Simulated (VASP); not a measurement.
Ga2O3, 10 atoms in the cell. It takes space group R-3c (No. 167, trigonal). Conventional cell: a = 5.084 Å, b = 5.084 Å, c = 13.711 Å, α = 90.00°, β = 90.00°, γ = 120.00°. Within 2.6 Å of Ga (site symmetry 3) lie 6 O at 1.96 to 2.11 Å. Within 2.9 Å of O (site symmetry 2) lie 4 Ga at 1.96 to 2.11 Å and 8 O at 2.67 to 2.89 Å.  This cell differs from its parent crystal: strain +2.0%.

| Property | Result |
| --- | --- |
| Program | VASP 6.6.1 |
| Task | single point |
| Functional | r2SCAN |
| Potentials or basis | VASP PAW PBE potentials, release 64 (Ga_d, O) |
| Cutoff | 520 eV |
| k mesh | 6 × 6 × 6 |
| Occupations | gaussian, width 0.01 eV |
| Spin | no spin polarisation |
| Dipole correction | no |
| Further INCAR settings | ALGO = Normal; EDIFF = 1e-06; NBANDS = 55 |

Potentials or basis: VASP PAW PBE potentials, release 64 (Ga_d, O).

Command:

```bash
$ cat potpaw_PBE.64/Ga_d/POTCAR potpaw_PBE.64/O/POTCAR > POTCAR
$ cp INCAR.step1 INCAR
$ mpirun -np 1 vasp_std > vasp.out
$ cp INCAR.step2 INCAR
$ mpirun -np 1 vasp_std > vasp.out
```

Hardware: 1 thread of Intel(R) Xeon(R) 6975P-C (Granite Rapids), on a shared host.

Task: How long does it take, and how much memory?

Result: Run time: 6.6 min on 1 thread of Intel(R) Xeon(R) 6975P-C (Granite Rapids), with other jobs on the host, peak memory 0.33 GiB. Counts: k points 32.
